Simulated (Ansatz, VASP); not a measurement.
# In3BiSb2 in VASP and in Ansatz

Contents of POSCAR:

```
In3BiSb2
1.0
    4.5893802912      0.0000000000      0.0000000000
   -2.2946901456      3.9745199198      0.0000000000
    0.0000000000      0.0000000000     11.2398497890
Sb Bi In
2 1 3
Direct
    0.0000000000      0.0000000000      0.0027971533
    0.3333333333      0.6666666667      0.3312559223
    0.6666666667      0.3333333333      0.6656864263
    0.3333333333      0.6666666667      0.0833243461
    0.6666666667      0.3333333333      0.4115834924
    0.0000000000      0.0000000000      0.7553526596
```

The input INCAR.step1:

```
SYSTEM = In3BiSb2
ALGO = Normal
EDIFF = 1E-4
ENCUT = 520
GGA = PE
ISMEAR = -1
LASPH = .TRUE.
LCHARG = .FALSE.
LREAL = .FALSE.
LWAVE = .TRUE.
NBANDS = 41
NELM = 60
PREC = Accurate
SIGMA = 0.02
```

File INCAR.step2:

```
SYSTEM = In3BiSb2
ALGO = Normal
EDIFF = 1E-6
ENCUT = 520
ISIF = 2
ISMEAR = -1
ISTART = 1
LASPH = .TRUE.
LCHARG = .TRUE.
LELF = .TRUE.
LMIXTAU = .TRUE.
LREAL = .FALSE.
LVHAR = .TRUE.
LWAVE = .FALSE.
METAGGA = R2SCAN
NBANDS = 41
NELM = 60
PREC = Accurate
SIGMA = 0.02
```

KPOINTS

```
k-points
0
G
  6 6 2
  0 0 0
```

Input for Ansatz:

```yaml
crystal:
  lattice:
    - [4.5893802912, 0.0, 0.0]
    - [-2.2946901456, 3.9745199198, 0.0]
    - [0.0, 0.0, 11.239849789]
  atoms:
    - { symbol: Sb, position: [0.0, 0.0, 0.0027971533] }
    - { symbol: Sb, position: [0.3333333333, 0.6666666667, 0.3312559223] }
    - { symbol: Bi, position: [0.6666666667, 0.3333333333, 0.6656864263] }
    - { symbol: In, position: [0.3333333333, 0.6666666667, 0.0833243461] }
    - { symbol: In, position: [0.6666666667, 0.3333333333, 0.4115834924] }
    - { symbol: In, position: [0.0, 0.0, 0.7553526596] }
kpoints:
  mp_grid: { grid: [6, 6, 2] }
hamiltonian:
  xc: r2scan
scf:
  occupations: { method: fermi_dirac, width: 0.02 }
  n_extra_bands: 5
output:
  forces: true
  stress: true
  eigenvalues: true
```

Alike in both runs: task single point; functional r2SCAN; k mesh 6 × 6 × 2; occupations fermi-dirac, width 0.02 eV; no spin polarisation.

|  | VASP | Ansatz |
| --- | --- | --- |
| version | VASP 6.6.1 | Ansatz 0.2.0 |
| potentials or method | VASP PAW PBE potentials, release 64 (Sb, Bi_d, In_d) | plane waves, PAW |
| plane-wave cutoff (eV) | 520 | 500 |
| valence electrons in the cell | 64 | 84 |

```csv
,VASP,Ansatz,Ansatz less VASP
pressure (GPa),2.9,2.9,0.00
rms of the force components (eV/Å),0.013,0.013,-0.0001
```

VASP's potentials were made for PBE, not for r2SCAN. Atom by atom the forces differ by 0.000 eV/Å (rms over components). With one functional, cell and mesh, what is left measures potentials, basis and numerics. VASP's potentials hold 64 valence electrons a cell and Ansatz's 84, so a difference there can come from the potentials and not from the codes.

Neither program's run includes spin-orbit coupling.
